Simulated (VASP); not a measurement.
# Be3Zn5Se8 (P1) in VASP: single point with PBEsol

Aim: the single point of Be3Zn5Se8 with PBEsol.

All numbers are computed with VASP 6.6.1; they aren't measurements. Logs are shortened: lines on timing, memory, paths and dates and some standing lists are left out, and cuts for length are marked.

**1. The cell of the first run**

The typed cell holds 64 atoms: a = 10.887 Å, b = 10.887 Å, c = 10.887 Å, α = 90.00°, β = 90.00°, γ = 90.00°.

**2. Single point, PBEsol**

Input file INCAR:

```
SYSTEM = Be3Zn5Se8
ALGO = Normal
EDIFF = 1E-6
ENCUT = 520
GGA = PS
ISIF = 2
ISMEAR = -1
ISYM = 0
LASPH = .True.
LCHARG = .False.
LREAL = Auto
LWAVE = .False.
NBANDS = 266
NELM = 80
PREC = Accurate
SIGMA = 0.05
```

Input file KPOINTS:

```
Automatic mesh
0
Gamma
  1 1 1
  0.25 0.25 0.25
```

Input file POSCAR:

```
Be3Zn5Se8
1.0
   10.8867706781      0.0000000000      0.0000000000
    0.0000000000     10.8867706781      0.0000000000
    0.0000000000      0.0000000000     10.8867706781
Zn Be Se
20 12 32
Direct
    0.0032250000      0.0074500000      0.9982350000
    0.0001790000      0.4944840000      0.0012960000
    0.9997040000      0.4957380000      0.5005630000
    0.4978370000      0.0071050000      0.5036620000
    0.4995720000      0.4954750000      0.9998420000
    0.2530820000      0.2489140000      0.9945650000
    0.2506140000      0.2496740000      0.5062300000
    0.2542990000      0.7521990000      0.0018830000
    0.2511220000      0.7502510000      0.4996760000
    0.7468610000      0.7502190000      0.0035510000
    0.7507960000      0.7468900000      0.4987260000
    0.7504710000      0.0081740000      0.2502920000
    0.7508700000      0.0097200000      0.7513140000
    0.7472530000      0.4905400000      0.7477320000
    0.9960960000      0.2516030000      0.2532770000
    0.0040040000      0.7501530000      0.2554420000
    0.0064940000      0.7532570000      0.7488130000
    0.5040500000      0.2519050000      0.2510330000
    0.4960290000      0.7479290000      0.2510620000
    0.4944390000      0.7494830000      0.7508280000
    0.0014560000      0.0056700000      0.5036900000
    0.4966800000      0.0052450000      0.9956390000
    0.5000960000      0.4938210000      0.5009120000
    0.7453090000      0.2494420000      0.9966420000
    0.7502950000      0.2522940000      0.5040380000
    0.2491170000      0.0013610000      0.2497930000
    0.2490640000      0.0057300000      0.7496950000
    0.2523030000      0.4987130000      0.2529480000
    0.2511970000      0.4920070000      0.7463840000
    0.7457400000      0.4922150000      0.2520250000
    0.9994360000      0.2473740000      0.7479750000
    0.4997810000      0.2497580000      0.7493150000
    0.1328880000      0.1222250000      0.1336870000
    0.1179710000      0.1201480000      0.6341430000
    0.1347000000      0.6172520000      0.1339160000
    0.1333660000      0.6145920000      0.6312080000
    0.6234040000      0.1264240000      0.1079250000
    0.6237740000      0.1438980000      0.6244690000
    0.6300230000      0.6143420000      0.1337710000
    0.6153400000      0.6165820000      0.6180780000
    0.3668020000      0.3808230000      0.1332960000
    0.3844510000      0.3785450000      0.6331130000
    0.3768180000      0.8919630000      0.1256850000
    0.3658120000      0.8860500000      0.6328150000
    0.8558680000      0.3704600000      0.1241770000
    0.8772190000      0.3579040000      0.6244660000
    0.8782010000      0.8774700000      0.1252090000
    0.8817550000      0.8829490000      0.6178560000
    0.3666740000      0.1198170000      0.3668970000
    0.3820050000      0.1203620000      0.8638440000
    0.3751110000      0.6083260000      0.3773500000
    0.3649410000      0.6126430000      0.8679510000
    0.8738860000      0.1282460000      0.3937630000
    0.8772800000      0.1446320000      0.8778630000
    0.8675660000      0.6127680000      0.3660270000
    0.8734340000      0.6251110000      0.8720400000
    0.1341130000      0.3810140000      0.3689160000
    0.1238450000      0.3709420000      0.8576010000
    0.1255980000      0.8920180000      0.3780530000
    0.1355260000      0.8861760000      0.8694140000
    0.6330690000      0.3784770000      0.3855560000
    0.6212530000      0.3577420000      0.8749810000
    0.6228140000      0.8778410000      0.3762320000
    0.6165150000      0.8829470000      0.8813680000
```

Potentials or basis: VASP PAW PBE potentials, release 64 (Zn, Be, Se).

The run is started by

```bash
> cat potpaw_PBE.64/Zn/POTCAR potpaw_PBE.64/Be/POTCAR potpaw_PBE.64/Se/POTCAR > POTCAR
> mpirun -np 1 vasp_std > vasp.out
```

OUTCAR:

```text
SYSTEM = Be3Zn5Se8
   EDIFF = 1E-6
   ENCUT = 520
   GGA = PS
   ISIF = 2
   ISMEAR = -1
   ISYM = 0
   LASPH = .True.
   LREAL = Auto
   NELM = 80
   PREC = Accurate

 ion  position               nearest neighbor table
   1  0.003  0.007  0.998-  33 2.39  47 2.40  60 2.41  54 2.41
   2  0.000  0.494  0.001-  56 2.43  35 2.45  58 2.46  45 2.47
   3  1.000  0.496  0.501-  57 2.40  36 2.41  55 2.42  46 2.42
   4  0.498  0.007  0.504-  63 2.40  49 2.40  44 2.40  38 2.41
   5  0.500  0.495  1.000-  41 2.40  39 2.41  52 2.42  62 2.42
   6  0.253  0.249  0.995-  41 2.42  33 2.43  50 2.44  58 2.44
[... 56 lines left out ...]
  63  0.623  0.878  0.376-  11 2.40   4 2.40  19 2.40  12 2.41
  64  0.617  0.883  0.881-  22 2.24  10 2.42  20 2.43  13 2.46

IMPORTANT INFORMATION: All symmetrisations will be switched off!
NOSYMM: (Re-)initialisation of all symmetry stuff for point group C_1.

----------------------------------------------------------------------------------------

                                     Primitive cell

  volume of cell :    1290.3194

  direct lattice vectors                    reciprocal lattice vectors
    10.886770678  0.000000000  0.000000000     0.091854603  0.000000000  0.000000000
     0.000000000 10.886770678  0.000000000     0.000000000  0.091854603  0.000000000
     0.000000000  0.000000000 10.886770678     0.000000000  0.000000000  0.091854603

  length of vectors
    10.886770678 10.886770678 10.886770678     0.091854603  0.091854603  0.091854603

  position of ions in fractional coordinates (direct lattice)
     0.003225000  0.007450000  0.998235000
     0.000179000  0.494484000  0.001296000
     0.999704000  0.495738000  0.500563000
     0.497837000  0.007105000  0.503662000
     0.499572000  0.495475000  0.999842000
     0.253082000  0.248914000  0.994565000
[... 56 lines left out ...]
     0.622814000  0.877841000  0.376232000
     0.616515000  0.882947000  0.881368000

  ion indices of the primitive-cell ions
   primitive index   ion index
                 1           1
                 2           2
                 3           3
                 4           4
                 5           5
                 6           6
[... 56 lines left out ...]
                63          63
                64          64

----------------------------------------------------------------------------------------

 KPOINTS: Automatic mesh

Automatic generation of k-mesh.
 Grid dimensions read from file:
 generate k-points for:    1    1    1

 Generating k-lattice:

  Cartesian coordinates                     Fractional coordinates (reciprocal lattice)
     0.091854603  0.000000000  0.000000000     1.000000000  0.000000000  0.000000000
     0.000000000  0.091854603  0.000000000     0.000000000  1.000000000  0.000000000
     0.000000000  0.000000000  0.091854603     0.000000000  0.000000000  1.000000000

  Length of vectors
     0.091854603  0.091854603  0.091854603

  Shift w.r.t. Gamma in fractional coordinates (k-lattice)
     0.250000000  0.250000000  0.250000000

 Subroutine IBZKPT returns following result:
 ===========================================

 Found      4 irreducible k-points:

 Following reciprocal coordinates:
            Coordinates               Weight
  0.250000  0.250000  0.250000      2.000000
 -0.250000  0.250000  0.250000      2.000000
 -0.250000 -0.250000  0.250000      2.000000
  0.250000 -0.250000  0.250000      2.000000
   k-points           NKPTS =      4   k-points in BZ     NKDIM =      4   number of bands    NBANDS=    266
   number of dos      NEDOS =    301   number of ions     NIONS =     64
   total plane-waves  NPLWV = 592704
   dimension x,y,z NGX =    84 NGY =   84 NGZ =   84
   dimension x,y,z NGXF=   168 NGYF=  168 NGZF=  168
   ions per type =              20  12  32
   NGX,Y,Z   is equivalent  to a cutoff of  12.83, 12.83, 12.83 a.u.
   NGXF,Y,Z  is equivalent  to a cutoff of  25.65, 25.65, 25.65 a.u.
 SYSTEM =  Be3Zn5Se8
   PREC   = accura    normal or accurate (medium, high low for compatibility)
   ISTART =      0    job   : 0-new  1-cont  2-samecut
   ICHARG =      2    charge: 1-file 2-atom 10-const
   ISPIN  =      1    spin polarized calculation?
   LNONCOLLINEAR =      F non collinear calculations
   LSORBIT =      F    spin-orbit coupling
   LASPH  =      T    aspherical Exc in radial PAW
   ENCUT  =  520.0 eV  38.22 Ry    6.18 a.u.  20.24 20.24 20.24*2*pi/ulx,y,z
   NELM   =     80;   NELMIN=  2; NELMDL= -5     # of ELM steps
   EDIFF  = 0.1E-05   stopping-criterion for ELM
   LREAL  =      T    real-space projection
   EDIFFG = 0.1E-04   stopping-criterion for IOM
   NSW    =      0    number of steps for IOM
   IBRION =     -1    ionic relax: 0-MD 1-quasi-New 2-CG
   NFREE  =      0    steps in history (QN), initial steepest desc. (CG)
   ISIF   =      2    stress and relaxation
   ISYM   =      0    0-nonsym 1-usesym 2-fastsym
   POTIM  = 0.5000    time-step for ionic-motion
   TEBEG  =    0.0;   TEEND  =   0.0 temperature during run
   PSTRESS=    0.0 pullay stress
   NELECT =     456.0000    total number of electrons
   NUPDOWN=      -1.0000    fix difference up-down
   EMIN   =  10.00;   EMAX   =-10.00  energy-range for DOS
   EFERMI =   0.00;   METHOD = LEGACY
   ISMEAR =    -1;   SIGMA  =   0.05  broadening in eV -4-tet -1-fermi 0-gaus
   EFERMI_NEDOS =   21; number of points for ismear=-14 and -15
   IALGO  =     38    algorithm
   IMIX   =      4    mixing-type and parameters
     AMIX     =   0.40;   BMIX     =  1.00
     AMIX_MAG =   1.60;   BMIX_MAG =  1.00
  volume/ion in A,a.u.               =      20.16       136.05
  Fermi-wavevector in a.u.,A,eV,Ry     =   1.157437  2.187239 18.227187  1.339660
  Thomas-Fermi vector in A             =   2.294048
   LORBIT       =      0    0 simple, 1 ext, 2 COOP (PROOUT), +10 PAW based schemes
   GGA     = PS    functional components
   LHFCALC =     F    Hartree Fock is set to
   AEXX    =    0.0000 exact exchange contribution
   IVDW    =     0    specifies the selected vdW correction
   LEPSILON=     F    determine dielectric tensor
   LRPA    =     F    only Hartree local field effects (RPA)
 non-spin polarized calculation
  energy-cutoff  :      520.00
  volume of cell :     1290.32
 maximum number of plane-waves:     34745
 NGX is ok and might be reduce to    84
   NGX = 41   NGY = 41   NGZ = 41

 number of electron     455.9999922 magnetization

 Free energy of the ion-electron system (eV)
  ---------------------------------------------------
  ext. energy  EPLUGINS =         0.00000000
  ---------------------------------------------------
  free energy    TOTEN  =      -247.67031583 eV

  energy without entropy =     -247.67031583  energy(sigma->0) =     -247.67031583

 E-fermi :   3.3779     XC(G=0):  -9.6603

 val. band max:        2.1234322564   @ k =   0.2500   0.2500   0.2500
 cond. band min:       5.1383649523   @ k =   0.2500  -0.2500   0.2500
 fundamental gap:      3.0149326959
 Fermi energy:         3.3779144599

 k-point     1 :       0.2500    0.2500    0.2500
  band No.  band energies     occupation
      1     -11.2261      2.00000
      2     -10.9410      2.00000
      3     -10.9265      2.00000
      4     -10.9076      2.00000
      5     -10.6970      2.00000
      6     -10.6805      2.00000
[... 232 lines left out ...]
    239       5.9253      0.00000
    240       5.9997      0.00000

 k-point     2 :      -0.2500    0.2500    0.2500
  band No.  band energies     occupation
      1     -11.2260      2.00000
      2     -10.9538      2.00000
      3     -10.9259      2.00000
      4     -10.8928      2.00000
      5     -10.7003      2.00000
      6     -10.6761      2.00000
[... 232 lines left out ...]
    239       5.9069      0.00000
    240       5.9817      0.00000

 k-point     3 :      -0.2500   -0.2500    0.2500
  band No.  band energies     occupation
      1     -11.2261      2.00000
      2     -10.9514      2.00000
      3     -10.9226      2.00000
      4     -10.8998      2.00000
      5     -10.7002      2.00000
      6     -10.6755      2.00000
[... 232 lines left out ...]
    239       5.9164      0.00000
    240       6.0134      0.00000

 k-point     4 :       0.2500   -0.2500    0.2500
  band No.  band energies     occupation
      1     -11.2260      2.00000
      2     -10.9553      2.00000
      3     -10.9300      2.00000
      4     -10.8833      2.00000
      5     -10.7041      2.00000
      6     -10.6883      2.00000
[... 232 lines left out ...]
    239       5.9199      0.00000
    240       5.9953      0.00000
 [bands above 240 left out]

------------------------ aborting loop because EDIFF is reached ----------------------------------------

  FORCE on cell =-STRESS in cart. coord.  units (eV):
  Direction    XX          YY          ZZ          XY          YZ          ZX
  --------------------------------------------------------------------------------------
  -------------------------------------------------------------------------------------
  Total        1.5595748      3.2446953      2.2930339      0.3681697      0.3776009      0.2673379
  in kB        1.9365092      4.0289073      2.8472384      0.4571528      0.4688634      0.3319509
  external PRESSURE =       2.9375517 kB  Pullay stress =       0.0000000 kB

 VOLUME and BASIS-vectors are now :
 -----------------------------------------------------------------------------
  energy-cutoff  :      520.00
  volume of cell :     1290.32
      direct lattice vectors                 reciprocal lattice vectors
    10.886770678  0.000000000  0.000000000     0.091854603  0.000000000  0.000000000
     0.000000000 10.886770678  0.000000000     0.000000000  0.091854603  0.000000000
     0.000000000  0.000000000 10.886770678     0.000000000  0.000000000  0.091854603

 POSITION                                       TOTAL-FORCE (eV/Angst)
 -----------------------------------------------------------------------------------
      0.03511      0.08111     10.86756        -0.015219     -0.025030     -0.005094
      0.00195      5.38333      0.01411        -0.012194     -0.020787     -0.008613
     10.88355      5.39699      5.44951        -0.023424     -0.010468     -0.008736
      5.41984      0.07735      5.48325        -0.008740     -0.010186     -0.014040
      5.43873      5.39412     10.88505        -0.013238     -0.014598     -0.019796
      2.75525      2.70987     10.82760        -0.022332     -0.012241     -0.010016
[... 56 lines left out ...]
      6.78043      9.55685      4.09595         0.015369      0.012418      0.027836
      6.71186      9.61244      9.59525        -0.015535      0.016064      0.016769
 -----------------------------------------------------------------------------------
    total drift:                                0.006065     -0.000982     -0.016407

  FREE ENERGIE OF THE ION-ELECTRON SYSTEM (eV)
  ---------------------------------------------------
  free  energy   TOTEN  =      -247.6703158326 eV

  energy  without entropy=     -247.6703158325  energy(sigma->0) =     -247.67031583
```

Wall time 1.5 h (1 thread of Oxide Virtual Turin-like, shared host); peak memory 1.6 GiB.

What came out:

```yaml
Free_energy: -247.6703 eV
Pressure: 0.3 GPa
Largest_force: 0.063 eV/Å
Band_gap_on_the_k_mesh: 3.02 eV (least direct gap 3.02 eV)
```

Forces on the atoms (eV/Å):
```
Zn  -0.015 -0.025 -0.005
Zn  -0.012 -0.021 -0.009
Zn  -0.023 -0.010 -0.009
Zn  -0.009 -0.010 -0.014
Zn  -0.013 -0.015 -0.020
Zn  -0.022 -0.012 -0.010
Zn  -0.001 -0.012 -0.008
Zn  -0.014 -0.009 -0.009
Zn  -0.015 -0.009 -0.015
Zn  -0.016 -0.017 -0.023
Zn  -0.013 -0.021 -0.022
Zn  -0.018 -0.008 -0.006
Zn  -0.007 -0.019 -0.007
Zn  -0.026 -0.012 -0.024
Zn  -0.015 -0.009 -0.025
Zn  -0.018 -0.009 -0.011
Zn  -0.020 -0.011 -0.012
Zn  -0.008 -0.015 -0.001
Zn  -0.018 -0.017 -0.020
Zn  -0.012 -0.020 -0.015
Be   0.017  0.013  0.023
Be   0.017  0.020  0.012
Be  -0.003  0.019 -0.004
Be  -0.003  0.020  0.023
Be   0.023  0.007  0.016
Be   0.017  0.012  0.016
Be   0.032  0.028  0.014
Be   0.027  0.022  0.023
Be  -0.001  0.014  0.027
Be   0.027  0.011 -0.003
Be   0.019  0.027 -0.011
Be   0.014  0.002  0.029
Se   0.019 -0.027  0.017
Se  -0.027 -0.022  0.025
Se   0.004 -0.026 -0.008
Se   0.014 -0.018  0.006
Se   0.024  0.030 -0.019
Se  -0.013  0.011 -0.024
Se   0.009 -0.018  0.012
Se   0.021  0.030  0.026
Se  -0.034  0.015  0.001
Se  -0.028 -0.030 -0.041
Se  -0.027  0.006 -0.016
Se  -0.024 -0.004  0.007
Se  -0.009  0.030  0.035
Se   0.022 -0.016  0.031
Se   0.024  0.013  0.014
Se   0.020  0.027 -0.013
Se   0.035  0.043  0.030
Se   0.023 -0.007 -0.023
Se   0.032 -0.019  0.029
Se   0.021  0.024  0.040
Se  -0.034 -0.023  0.006
Se  -0.035 -0.015 -0.033
Se   0.045  0.023  0.022
Se   0.019  0.022  0.020
Se   0.013  0.017 -0.034
Se   0.036  0.032 -0.013
Se  -0.018  0.009 -0.025
Se   0.008  0.003 -0.027
Se  -0.041 -0.032 -0.022
Se   0.014 -0.017  0.029
Se   0.015  0.012  0.028
Se  -0.016  0.016  0.017
```

Stress tensor (GPa, compression positive):
```
0.19 0.05 0.03
0.05 0.40 0.05
0.03 0.05 0.28
```

Levels at points of the mesh, in eV from the valence-band top:
| k point | band 225 | band 226 | band 227 | band 228 | band 229 | band 230 | band 231 | band 232 |
| --- | --- | --- | --- | --- | --- | --- | --- | --- |
| (0.25, 0.25, 0.25) | -0.39 | -0.33 | -0.01 | 0.00 | 3.03 | 3.10 | 3.14 | 3.17 |

Caveat: the PAW data sets were made with another functional, which shifts forces and pressure a little; a shifted mesh leaves out Γ, where band edges can lie. A k mesh can miss the band edges.
